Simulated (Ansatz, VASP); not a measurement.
MgZn5O6: VASP beside Ansatz

```
Mg Zn O
1.0
     3.05503    0.00000    0.00000
     0.00000    3.05503    0.00000
     0.00000    0.00000   12.94587
Mg Zn O
1 5 6
Direct
  0.50000 0.50000 0.00000
  0.00000 0.00000 0.83381
  0.00000 0.00000 0.16619
  0.50000 0.50000 0.33211
  0.00000 0.00000 0.50000
  0.50000 0.50000 0.66789
  0.00000 0.00000 0.00000
  0.50000 0.50000 0.16458
  0.00000 0.00000 0.33246
  0.50000 0.50000 0.50000
  0.00000 0.00000 0.66754
  0.50000 0.50000 0.83542
```

Alike in both runs: functional PBE; k mesh 10 × 10 × 2; occupations gaussian, width 0.02 eV; no spin polarisation.

Ansatz relaxed the structure, and its values are those at the end. VASP's run is a single point on that final structure, the one shown.

```csv
,VASP,Ansatz
version,VASP 6.6.1,Ansatz 0.2.0
potentials or method,"VASP PAW PBE potentials, release 64 (Mg, Zn, O), cutoff 520 eV","scalar-relativistic, plane waves, PAW"
valence electrons in the cell,98,106
```

```tsv
	VASP	Ansatz	Ansatz less VASP
gap on the k mesh at the Fermi level (eV)	0.97	1.00	+0.029
least direct gap on the mesh (eV)	2.10	2.12	+0.024
pressure (GPa)	0.7	0.0	-0.65
rms of the force components (eV/Å)	0.010	0.001	-0.0095
```

VASP's potentials hold 98 valence electrons a cell and Ansatz's 106, so a difference there can come from the potentials and not from the codes.
